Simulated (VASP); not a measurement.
Write the native input for VASP 6.6.1 that does the following.

```yaml
Task: single point
Functional: r2SCAN
Potentials_or_basis: VASP PAW PBE potentials, release 64 (Fe)
Cutoff: 520 eV
k_mesh: 7 × 7 × 7
Occupations: fermi-dirac, width 0.1 eV
Spin: no spin polarisation
Dipole_correction: no
Further_INCAR_settings: ALGO = Normal; EDIFF = 1e-07; NBANDS = 10
```

Crystal: Fe.

```
Fe
1.0
     2.23918    0.00000    0.00000
     0.00000    2.23918    0.00000
     0.00000    0.00000    2.23918
Fe
1
Direct
  0.00000 0.00000 0.00000
```

One way to write it, as run:

POSCAR

```
Fe
1.0
    2.2391755303      0.0000000000      0.0000000000
    0.0000000000      2.2391755303      0.0000000000
    0.0000000000      0.0000000000      2.2391755303
Fe
1
Direct
    0.0000000000      0.0000000000      0.0000000000
```

INCAR.step1

```
ALGO     = Normal         # electronic algorithm
EDIFF    = 1E-4           # SCF threshold, eV
ENCUT    = 520            # plane-wave cutoff, eV
GGA      = PE             # functional
ISMEAR   = -1             # smearing method
LASPH    = True           # aspherical terms in the spheres
LCHARG   = False          # write CHGCAR
LREAL    = False          # projectors in reciprocal space
LWAVE    = True           # write WAVECAR
NBANDS   = 10             # bands
NELM     = 100            # most SCF steps
PREC     = Accurate       # precision mode
SIGMA    = 0.1            # smearing width, eV
```

INCAR.step2

```
ALGO     = Normal         # electronic algorithm
EDIFF    = 1E-7           # SCF threshold, eV
ENCUT    = 520            # plane-wave cutoff, eV
ISIF     = 2              # what is computed and relaxed
ISMEAR   = -1             # smearing method
ISTART   = 1            
LASPH    = True           # aspherical terms in the spheres
LCHARG   = True           # write CHGCAR
LELF     = True           # ELF
LMIXTAU  = True         
LREAL    = False          # projectors in reciprocal space
LVHAR    = True         
LWAVE    = False          # write WAVECAR
METAGGA  = R2SCAN         # meta-GGA
NBANDS   = 10             # bands
NELM     = 100            # most SCF steps
PREC     = Accurate       # precision mode
SIGMA    = 0.1            # smearing width, eV
```

KPOINTS

```
k-points
0
Gamma
  7 7 7
```

Potentials or basis: VASP PAW PBE potentials, release 64 (Fe).

Launch:

```bash
$ cat potpaw_PBE.64/Fe/POTCAR > POTCAR
$ cp INCAR.step1 INCAR
$ mpirun -np 1 vasp_std > vasp.out
$ cp INCAR.step2 INCAR
$ mpirun -np 1 vasp_std > vasp.out
```

Results of the run:

The pressure is 1.5 GPa and the band gap on the k mesh is zero (band 4 reaches 7.84 eV, above the bottom of band 5 at 5.48 eV).

Caveat: the k points lie up to 0.40 Å⁻¹ apart; the PAW data sets were made with another functional, which shifts forces and pressure a little; the run has no spin polarisation, though such a crystal can be magnetic.

Wall time 30 s on 1 thread of AMD EPYC 7R13, on a shared host, peak memory 0.09 GiB.
